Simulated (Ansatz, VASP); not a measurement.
ScCu in VASP and in Ansatz

```xyz
2
Lattice="3.1895 0.0000 0.0000 0.0000 3.1895 0.0000 0.0000 0.0000 3.1895" Properties=species:S:1:pos:R:3 pbc="T T T"
Sc    1.5948    1.5948    1.5948
Cu    0.0000    0.0000    0.0000
```

Change from the starting cell: volume scaled by 0.94, crystal datasets.

Alike in both runs: task electric field gradients; functional LDA; k mesh 11 × 11 × 11; occupations fermi-dirac, width 0.05 eV; no spin polarisation.

```csv
,VASP,Ansatz
version,VASP 6.6.1,Ansatz 0.2.0
potentials or method,"VASP PAW LDA potentials, release 64 (Sc_sv, Cu), cutoff 520 eV","all-electron PAW with datasets made for the crystal, scalar-relativistic"
```

```tsv
	VASP	Ansatz	Ansatz less VASP
pressure (GPa)	-1.8	-2.3	-0.51
```

LDA's correlation is that of Perdew and Zunger in VASP and of Perdew and Wang (1992) in Ansatz. Ansatz ran all-electron here, and VASP with PAW potentials.
